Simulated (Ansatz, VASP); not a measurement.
S: VASP beside Ansatz

```xyz
2
Lattice="-2.6630 2.6630 1.1789 2.6630 -2.6630 1.1789 2.6630 2.6630 -1.1789" Properties=species:S:1:pos:R:3 pbc="T T T"
S     0.0000   -1.3315   -0.2947
S     0.0000    1.3315    0.2947
```

Change from the starting cell: volume scaled by 0.92, LAPW.

Alike in both runs: task single point; functional PBE; k mesh 17 × 17 × 17; occupations fermi-dirac, width 0.1 eV; no spin polarisation.

|  | VASP | Ansatz |
| --- | --- | --- |
| version | VASP 6.6.1 | Ansatz 0.2.0 |
| potentials or method | VASP PAW PBE potentials, release 64 (S), cutoff 520 eV | all-electron LAPW, scalar-relativistic |

Ansatz gave:

* pressure (GPa): 4.9
* traceless stress, the component that is largest in VASP (GPa): 0.03

Question: Which values does VASP return?

Answer: Pressure (GPa): 4.7; traceless stress, the component that is largest in VASP (GPa): -0.18.

Ansatz ran all-electron here, and VASP with PAW potentials.
